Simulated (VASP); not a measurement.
# LiCu (P4/mmm) in VASP: a series of runs

Runs on LiCu. Level: PBE. Tasks: single point.

Everything below comes from runs of VASP 6.6.1. Logs are shortened: lines on timing, memory, paths and dates and some standing lists are left out, and cuts for length are marked.

## 1. The cell of the first run

It takes space group P4/mmm (No. 123, tetragonal). The conventional cell has a = 2.579 Å, b = 2.579 Å, c = 3.879 Å, α = 90.00°, β = 90.00°, γ = 90.00°. Li (site symmetry 4/mmm) has 4 Li at 2.58 Å and 8 Cu at 2.66 Å within 3.4 Å. Cu (site symmetry 4/mmm) has 4 Cu at 2.58 Å and 8 Li at 2.66 Å within 3.4 Å.

## 2. Single point, PBE

INCAR

```
ALGO = Fast
EDIFF = 1E-6
ENCUT = 520
GGA = PE
ISIF = 2
ISMEAR = 0
LASPH = True
LCHARG = True
LELF = True
LREAL = False
LVHAR = True
LWAVE = False
NBANDS = 14
NELM = 100
PREC = Accurate
SIGMA = 0.1
```

KPOINTS

```
k-points
0
Gamma
  20 20 16
```

POSCAR

```
LiCu
1.0
    2.5788216528      0.0000000000      0.0000000000
    0.0000000000      2.5788216528      0.0000000000
    0.0000000000      0.0000000000      3.8789831684
Li Cu
1 1
Direct
    0.5000000000      0.5000000000      0.5000000000
    0.0000000000      0.0000000000      0.0000000000
```

Potentials or basis: VASP PAW PBE potentials, release 64 (Li_sv, Cu).

Launch:

```console
> cat potpaw_PBE.64/Li_sv/POTCAR potpaw_PBE.64/Cu/POTCAR > POTCAR
> mpirun -np 1 vasp_std > vasp.out
```

OUTCAR:

```text
EDIFF = 1E-6
   ENCUT = 520
   GGA = PE
   ISIF = 2
   ISMEAR = 0
   LASPH = True
   LREAL = False
   NELM = 100
   PREC = Accurate

 ion  position               nearest neighbor table
   1  0.500  0.500  0.500-   2 2.66   2 2.66   2 2.66   2 2.66   2 2.66   2 2.66   2 2.66   2 2.66

   2  0.000  0.000  0.000-   1 2.66   1 2.66   1 2.66   1 2.66   1 2.66   1 2.66   1 2.66   1 2.66

  LATTYP: Found a simple tetragonal cell.
 ALAT       =     2.5788216528
 C/A-ratio  =     1.5041688378

  Lattice vectors:

 A1 = (   2.5788216528,   0.0000000000,   0.0000000000)
 A2 = (   0.0000000000,   2.5788216528,   0.0000000000)
 A3 = (   0.0000000000,   0.0000000000,   3.8789831684)

Analysis of symmetry for initial positions (statically):
=====================================================================
 Subroutine PRICEL returns:
 Original cell was already a primitive cell.

 Routine SETGRP: Setting up the symmetry group for a
 simple tetragonal supercell.

 Subroutine GETGRP returns: Found 16 space group operations
 (whereof 16 operations were pure point group operations)
 out of a pool of 16 trial point group operations.

The static configuration has the point symmetry D_4h.

Analysis of symmetry for dynamics (positions and initial velocities):
=====================================================================
 Subroutine PRICEL returns:
 Original cell was already a primitive cell.

 Routine SETGRP: Setting up the symmetry group for a
 simple tetragonal supercell.

 Subroutine GETGRP returns: Found 16 space group operations
 (whereof 16 operations were pure point group operations)
 out of a pool of 16 trial point group operations.

The dynamic configuration has the point symmetry D_4h.

 Subroutine INISYM returns: Found 16 space group operations
 (whereof 16 operations are pure point group operations),
 and found     1 'primitive' translations

----------------------------------------------------------------------------------------

                                     Primitive cell

  volume of cell :      25.7965

  direct lattice vectors                    reciprocal lattice vectors
     2.578821653  0.000000000  0.000000000     0.387774005  0.000000000  0.000000000
     0.000000000  2.578821653  0.000000000     0.000000000  0.387774005  0.000000000
     0.000000000  0.000000000  3.878983168     0.000000000  0.000000000  0.257799520

  length of vectors
     2.578821653  2.578821653  3.878983168     0.387774005  0.387774005  0.257799520

  position of ions in fractional coordinates (direct lattice)
     0.500000000  0.500000000  0.500000000
     0.000000000  0.000000000  0.000000000

  ion indices of the primitive-cell ions
   primitive index   ion index
                 1           1
                 2           2

----------------------------------------------------------------------------------------

 KPOINTS: k-points

Automatic generation of k-mesh.
 Grid dimensions read from file:
 generate k-points for:   20   20   16

 Generating k-lattice:

  Cartesian coordinates                     Fractional coordinates (reciprocal lattice)
     0.019388700  0.000000000  0.000000000     0.050000000  0.000000000  0.000000000
     0.000000000  0.019388700  0.000000000     0.000000000  0.050000000  0.000000000
     0.000000000  0.000000000  0.016112470     0.000000000  0.000000000  0.062500000

  Length of vectors
     0.019388700  0.019388700  0.016112470

  Shift w.r.t. Gamma in fractional coordinates (k-lattice)
     0.000000000  0.000000000  0.000000000

 Subroutine IBZKPT returns following result:
 ===========================================

 Found    594 irreducible k-points:

 Following reciprocal coordinates:
            Coordinates               Weight
  0.000000  0.000000  0.000000      1.000000
  0.050000  0.000000  0.000000      4.000000
  0.100000  0.000000  0.000000      4.000000
  0.150000  0.000000  0.000000      4.000000
  0.200000  0.000000  0.000000      4.000000
  0.250000  0.000000  0.000000      4.000000
[... 16 lines left out ...]
  0.150000  0.100000  0.000000      8.000000
  0.200000  0.100000  0.000000      8.000000
 [... further k-points ...]
   k-points           NKPTS =    594   k-points in BZ     NKDIM =    594   number of bands    NBANDS=     14
   number of dos      NEDOS =    301   number of ions     NIONS =      2
   total plane-waves  NPLWV =  12000
   dimension x,y,z NGX =    20 NGY =   20 NGZ =   30
   dimension x,y,z NGXF=    40 NGYF=   40 NGZF=   60
   ions per type =               1   1
   NGX,Y,Z   is equivalent  to a cutoff of  12.89, 12.89, 12.86 a.u.
   NGXF,Y,Z  is equivalent  to a cutoff of  25.79, 25.79, 25.71 a.u.
 SYSTEM =  unknown system
   PREC   = accura    normal or accurate (medium, high low for compatibility)
   ISTART =      0    job   : 0-new  1-cont  2-samecut
   ICHARG =      2    charge: 1-file 2-atom 10-const
   ISPIN  =      1    spin polarized calculation?
   LNONCOLLINEAR =      F non collinear calculations
   LSORBIT =      F    spin-orbit coupling
   LASPH  =      T    aspherical Exc in radial PAW
   ENCUT  =  520.0 eV  38.22 Ry    6.18 a.u.   4.79  4.79  7.21*2*pi/ulx,y,z
   NELM   =    100;   NELMIN=  2; NELMDL= -5     # of ELM steps
   EDIFF  = 0.1E-05   stopping-criterion for ELM
   LREAL  =      F    real-space projection
   EDIFFG = 0.1E-04   stopping-criterion for IOM
   NSW    =      0    number of steps for IOM
   IBRION =     -1    ionic relax: 0-MD 1-quasi-New 2-CG
   NFREE  =      0    steps in history (QN), initial steepest desc. (CG)
   ISIF   =      2    stress and relaxation
   ISYM   =      2    0-nonsym 1-usesym 2-fastsym
   POTIM  = 0.5000    time-step for ionic-motion
   TEBEG  =    0.0;   TEEND  =   0.0 temperature during run
   PSTRESS=    0.0 pullay stress
   NELECT =      14.0000    total number of electrons
   NUPDOWN=      -1.0000    fix difference up-down
   EMIN   =  10.00;   EMAX   =-10.00  energy-range for DOS
   EFERMI =   0.00;   METHOD = LEGACY
   ISMEAR =     0;   SIGMA  =   0.10  broadening in eV -4-tet -1-fermi 0-gaus
   EFERMI_NEDOS =   21; number of points for ismear=-14 and -15
   IALGO  =     68    algorithm
   IMIX   =      4    mixing-type and parameters
     AMIX     =   0.40;   BMIX     =  1.00
     AMIX_MAG =   1.60;   BMIX_MAG =  1.00
  volume/ion in A,a.u.               =      12.90        87.04
  Fermi-wavevector in a.u.,A,eV,Ry     =   1.335357  2.523459 24.261609  1.783178
  Thomas-Fermi vector in A             =   2.464067
   LORBIT       =      0    0 simple, 1 ext, 2 COOP (PROOUT), +10 PAW based schemes
   GGA     = PE    functional components
   LHFCALC =     F    Hartree Fock is set to
   AEXX    =    0.0000 exact exchange contribution
   IVDW    =     0    specifies the selected vdW correction
   LEPSILON=     F    determine dielectric tensor
   LRPA    =     F    only Hartree local field effects (RPA)
 non-spin polarized calculation
 RMM-DIIS sequential band-by-band and
 Gauss-broadening in eV      SIGMA  =   0.10
  energy-cutoff  :      520.00
  volume of cell :       25.80
 maximum number of plane-waves:       712
 NGX is ok and might be reduce to    20
   NGX =  9   NGY =  9   NGZ = 15

 number of electron      13.9999973 magnetization

 Free energy of the ion-electron system (eV)
  ---------------------------------------------------
  ext. energy  EPLUGINS =         0.00000000
  ---------------------------------------------------
  free energy    TOTEN  =        -5.68011097 eV

  energy without entropy =       -5.67647581  energy(sigma->0) =       -5.67829339

 E-fermi :   4.2412     XC(G=0): -10.2437

 val. band max:        4.2407656593   @ k =   0.5000   0.1000   0.5000
 cond. band min:       4.2498790467   @ k =   0.5000   0.1000   0.3125
 fundamental gap:      0.0091133874
 Fermi energy:         4.2411812218

 k-point     1 :       0.0000    0.0000    0.0000
  band No.  band energies     occupation
      1     -41.3746      2.00000
      2      -2.4800      2.00000
      3       0.7046      2.00000
      4       0.8735      2.00000
      5       2.0682      2.00000
      6       2.0682      2.00000
      7       2.4354      2.00000
      8       5.3459      0.00000
      9      10.6261      0.00000
     10      17.0471      0.00000
     11      17.0471      0.00000
     12      20.4128      0.00000
     13      25.5800      0.00000
     14      26.3269      0.00000

 k-point     2 :       0.0500    0.0000    0.0000
  band No.  band energies     occupation
      1     -41.3736      2.00000
      2      -2.4267      2.00000
      3       0.7198      2.00000
      4       0.8845      2.00000
      5       2.0237      2.00000
      6       2.0703      2.00000
      7       2.4213      2.00000
      8       5.4404      0.00000
      9      10.6218      0.00000
     10      16.3901      0.00000
     11      17.1113      0.00000
     12      21.0222      0.00000
     13      25.1657      0.00000
     14      25.7282      0.00000

 k-point     3 :       0.1000    0.0000    0.0000
  band No.  band energies     occupation
      1     -41.3708      2.00000
      2      -2.2685      2.00000
      3       0.7626      2.00000
      4       0.9194      2.00000
      5       1.9042      2.00000
      6       2.0762      2.00000
      7       2.3809      2.00000
      8       5.7105      0.00000
      9      10.5930      0.00000
     10      15.1371      0.00000
     11      17.3025      0.00000
     12      22.0233      0.00000
     13      23.9982      0.00000
     14      24.0004      0.00000

 k-point     4 :       0.1500    0.0000    0.0000
  band No.  band energies     occupation
      1     -41.3663      2.00000
      2      -2.0108      2.00000
      3       0.8239      2.00000
      4       0.9853      2.00000
      5       1.7404      2.00000
      6       2.0853      2.00000
      7       2.3186      2.00000
      8       6.1275      0.00000
      9      10.4702      0.00000
     10      13.8941      0.00000
     11      17.6172      0.00000
     12      22.0979      0.00000
     13      22.2405      0.00000
     14      23.4543      0.00000

 k-point     5 :       0.2000    0.0000    0.0000
  band No.  band energies     occupation
      1     -41.3607      2.00000
      2      -1.6639      2.00000
      3       0.8902      2.00000
      4       1.0941      2.00000
      5       1.5613      2.00000
      6       2.0969      2.00000
      7       2.2415      2.00000
      8       6.6651      0.00000
      9      10.0842      0.00000
     10      12.9726      0.00000
     11      18.0497      0.00000
[... 276 lines left out ...]
 k-point    22 :       0.1000    0.1000    0.0000
  band No.  band energies     occupation
      1     -41.3670      2.00000
      2      -2.0569      2.00000
      3       0.8276      2.00000
      4       0.9592      2.00000
      5       1.8476      2.00000
      6       1.9981      2.00000
      7       2.3239      2.00000
      8       6.0536      0.00000
      9      10.6162      0.00000
     10      14.4358      0.00000
     11      16.5327      0.00000
     12      23.5844      0.00000
     13      23.6374      0.00000
     14      23.9844      0.00000

 k-point    23 :       0.1500    0.1000    0.0000
  band No.  band energies     occupation
      1     -41.3626      2.00000
      2      -1.7992      2.00000
      3       0.8971      2.00000
      4       1.0174      2.00000
      5       1.7247      2.00000
      6       1.9843      2.00000
      7       2.2597      2.00000
      8       6.4522      0.00000
      9      10.5700      0.00000
     10      13.4847      0.00000
     11      16.4883      0.00000
     12      22.3011      0.00000
     13      22.6141      0.00000
     14      24.3671      0.00000

 k-point    24 :       0.2000    0.1000    0.0000
  band No.  band energies     occupation
      1     -41.3570      2.00000
      2      -1.4525      2.00000
      3       0.9680      2.00000
      4       1.1204      2.00000
      5       1.5663      2.00000
      6       1.9919      2.00000
      7       2.1824      2.00000
      8       6.9724      0.00000
      9      10.2718      0.00000
     10      12.6554      0.00000
     11      16.6692      0.00000
     12      20.6610      0.00000
     13      21.3617      0.00000
     14      24.5943      0.00000

 [... further k-points ...]

------------------------ aborting loop because EDIFF is reached ----------------------------------------

  FORCE on cell =-STRESS in cart. coord.  units (eV):
  Direction    XX          YY          ZZ          XY          YZ          ZX
  --------------------------------------------------------------------------------------
  -------------------------------------------------------------------------------------
  Total        0.0331389      0.0331389     -0.0181382      0.0000000      0.0000000      0.0000000
  in kB        2.0582042      2.0582042     -1.1265367      0.0000000      0.0000000      0.0000000
  external PRESSURE =       0.9966239 kB  Pullay stress =       0.0000000 kB

 VOLUME and BASIS-vectors are now :
 -----------------------------------------------------------------------------
  energy-cutoff  :      520.00
  volume of cell :       25.80
      direct lattice vectors                 reciprocal lattice vectors
     2.578821653  0.000000000  0.000000000     0.387774005  0.000000000  0.000000000
     0.000000000  2.578821653  0.000000000     0.000000000  0.387774005  0.000000000
     0.000000000  0.000000000  3.878983168     0.000000000  0.000000000  0.257799520

 POSITION                                       TOTAL-FORCE (eV/Angst)
 -----------------------------------------------------------------------------------
      1.28941      1.28941      1.93949         0.000000      0.000000      0.000000
      0.00000      0.00000      0.00000         0.000000      0.000000      0.000000
 -----------------------------------------------------------------------------------
    total drift:                                0.000000      0.000000      0.000000

  FREE ENERGIE OF THE ION-ELECTRON SYSTEM (eV)
  ---------------------------------------------------
  free  energy   TOTEN  =        -5.6801109724 eV

  energy  without entropy=       -5.6764758100  energy(sigma->0) =       -5.67829339
```

Run time: 2 min. Hardware: 1 thread of Intel Xeon 6975P-C (Granite Rapids), shared host; peak memory 0.31 GiB.

What came out:

```
Free energy            : -5.6801 eV
Band gap on the k mesh : zero (band 7 reaches 9.14 eV, above the bottom of band 8 at 2.38 eV)
```

Levels at points of the mesh, in eV from the Fermi level:
```tsv
k point	band 4	band 5	band 6	band 7	band 8	band 9	band 10	band 11
(0.00, 0.00, 0.00)	-3.37	-2.17	-2.17	-1.81	1.10	6.38	12.81	12.81
(0.50, 0.00, 0.00)	-3.09	-2.34	-2.09	-0.67	-0.10	7.12	8.29	9.39
(0.50, 0.50, 0.00)	-2.92	-2.50	-1.41	2.26	2.26	5.49	9.05	10.95
(0.00, 0.00, 0.50)	-2.67	-2.57	-2.21	-2.21	-1.80	14.93	14.99	15.06
(0.50, 0.00, 0.50)	-2.34	-2.31	-2.11	-0.46	-0.28	2.02	6.33	17.02
(0.50, 0.50, 0.50)	-3.17	-2.21	-1.41	4.90	4.90	5.86	5.86	6.15
```

Caveat: the cutoff is under 1.25 times the usual one of these potentials, so pressure, stress and relaxed cells hold a basis-set (Pulay) error.

## 3. Single point, PBE (volume scaled by 1.03, then relaxed in part)

INCAR

```
SYSTEM = LiCu
PREC     = Accurate       ! precision mode
ENCUT    = 520            ! plane-wave cutoff, eV
EDIFF    = 1E-6           ! SCF threshold, eV
ISMEAR   = 0              ! smearing method
SIGMA    = 0.1            ! smearing width, eV
LREAL    = .FALSE.        ! projectors in reciprocal space
LASPH    = .TRUE.         ! aspherical terms in the spheres
NELM     = 100            ! most SCF steps
ALGO     = Fast           ! electronic algorithm
ISIF     = 2              ! what is computed and relaxed
LWAVE    = .FALSE.        ! write WAVECAR
LCHARG   = .TRUE.         ! write CHGCAR
GGA      = PE             ! functional
LELF     = .TRUE.         ! ELF
LVHAR    = .TRUE.       
NBANDS   = 14             ! bands
```

KPOINTS

```
regular mesh
0
G
  20 20 16
  0 0 0
```

POSCAR

```
LiCu
1.0
    2.6043562011      0.0000000000      0.0000000000
    0.0000000000      2.6043562011      0.0000000000
    0.0000000000      0.0000000000      3.9173914402
Li Cu
1 1
Direct
    0.5000000000      0.5000000000      0.5000000000
    0.0000000000      0.0000000000      0.0000000000
```

Potentials or basis: VASP PAW PBE potentials, release 64 (Li_sv, Cu).

Launch:

```console
> cat potpaw_PBE.64/Li_sv/POTCAR potpaw_PBE.64/Cu/POTCAR > POTCAR
> mpirun -np 1 vasp_std > vasp.out
```

Run time: 2.1 min. Hardware: 1 thread of Intel Xeon 6975P-C (Granite Rapids), shared host; peak memory 0.31 GiB.

Results (log left out):

- Free energy: -5.6782 eV
- Band gap on the k mesh: zero (band 7 reaches 8.84 eV, above the bottom of band 8 at 2.20 eV)

Levels at points of the mesh, in eV from the Fermi level:
| k point | band 5 | band 6 | band 7 | band 8 | band 9 | band 10 |
| --- | --- | --- | --- | --- | --- | --- |
| (0.00, 0.00, 0.00) | -2.13 | -2.13 | -1.78 | 1.12 | 6.22 | 12.57 |
| (0.50, 0.00, 0.00) | -2.29 | -2.05 | -0.64 | -0.13 | 6.99 | 8.15 |
| (0.50, 0.50, 0.00) | -2.45 | -1.40 | 2.24 | 2.24 | 5.33 | 8.87 |
| (0.00, 0.00, 0.50) | -2.54 | -2.17 | -2.17 | -1.78 | 14.63 | 14.74 |
| (0.50, 0.00, 0.50) | -2.27 | -2.07 | -0.41 | -0.24 | 1.91 | 6.15 |
| (0.50, 0.50, 0.50) | -2.17 | -1.40 | 4.81 | 4.81 | 5.76 | 5.76 |

Caveat: the cutoff is under 1.25 times the usual one of these potentials, so pressure, stress and relaxed cells hold a basis-set (Pulay) error.

## 4. Single point, PBE (volume scaled by 1.06, then relaxed in part)

INCAR

```
  PREC = Accurate
  ENCUT = 520
  EDIFF = 1E-6
  ISMEAR = 0
  SIGMA = 0.1
  LREAL = False
  LASPH = True
  NELM = 100
  ALGO = Fast
  ISIF = 2
  LWAVE = False
  LCHARG = False
  GGA = PE
  NBANDS = 14
```

KPOINTS

```
regular mesh
0
Gamma
  20 20 16
```

POSCAR

```
LiCu
1.0
    2.6293996240      0.0000000000      0.0000000000
    0.0000000000      2.6293996240      0.0000000000
    0.0000000000      0.0000000000      3.9550609764
Li Cu
1 1
Direct
    0.5000000000      0.5000000000      0.5000000000
    0.0000000000      0.0000000000      0.0000000000
```

Launch:

```console
> cat potpaw_PBE.64/Li_sv/POTCAR potpaw_PBE.64/Cu/POTCAR > POTCAR
> mpirun -np 1 vasp_std > vasp.out
```

Run time: 2 min. Hardware: 1 thread of Intel Xeon 6975P-C (Granite Rapids), shared host; peak memory 0.32 GiB.

It converged, with:

```yaml
Free_energy: -5.6695 eV
Band_gap_on_the_k_mesh: zero (band 7 reaches 8.56 eV, above the bottom of band 8 at 2.02 eV)
```

Levels at points of the mesh, in eV from the Fermi level:
```
           k point  band 3  band 4  band 5  band 6  band 7  band 8  band 9  band 10  band 11  band 12
(0.00, 0.00, 0.00)   -3.34   -3.19   -2.10   -2.10   -1.75    1.13    6.06    12.35    12.35    15.63
(0.50, 0.00, 0.00)   -3.13   -2.93   -2.25   -2.02   -0.61   -0.15    6.87     8.01     8.92    10.88
(0.50, 0.50, 0.00)   -2.78   -2.78   -2.40   -1.39    2.23    2.23    5.18     8.70    10.64    11.10
(0.00, 0.00, 0.50)   -3.33   -2.55   -2.50   -2.13   -2.13   -1.75   14.33    14.50    14.51    14.51
(0.50, 0.00, 0.50)   -3.25   -2.24   -2.23   -2.04   -0.36   -0.20    1.81     5.99    16.41    17.39
(0.50, 0.50, 0.50)   -3.01   -3.01   -2.13   -1.39    4.74    4.74    5.67     5.67     5.97     7.79
```

Caveat: the cutoff is under 1.25 times the usual one of these potentials, so pressure, stress and relaxed cells hold a basis-set (Pulay) error.

(Continued in part 2 of 2.)
